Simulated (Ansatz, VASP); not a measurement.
Zr: VASP beside Ansatz

```xyz
1
Lattice="3.1340 0.0000 0.0000 -1.5670 2.7141 0.0000 0.0000 0.0000 2.7615" Properties=species:S:1:pos:R:3 pbc="T T T"
Zr    0.0000    0.0000    1.3808
```

Alike in both runs: task single point; functional PBE; k mesh 15 × 15 × 16; occupations gaussian, width 0.1 eV; no spin polarisation.

|  | VASP | Ansatz |
| --- | --- | --- |
| version | VASP 6.6.1 | Ansatz 0.2.0 |
| potentials or method | VASP PAW PBE potentials, release 64 (Zr_sv), cutoff 500 eV | scalar-relativistic, plane waves, PAW |
| valence electrons in the cell | 12 | 12 |

|  | VASP | Ansatz | Ansatz less VASP |
| --- | --- | --- | --- |
| gap on the k mesh at the Fermi level (eV) | none | none | - |
| pressure (GPa) | 1.5 | 1.4 | -0.07 |
| traceless stress, the component that is largest in VASP (GPa) | 10.20 | 10.13 | -0.074 |

A gap of «none» marks a metal or a gap that the smearing closes. The functional is the same, so the differences come from potentials, cutoffs and numerics.
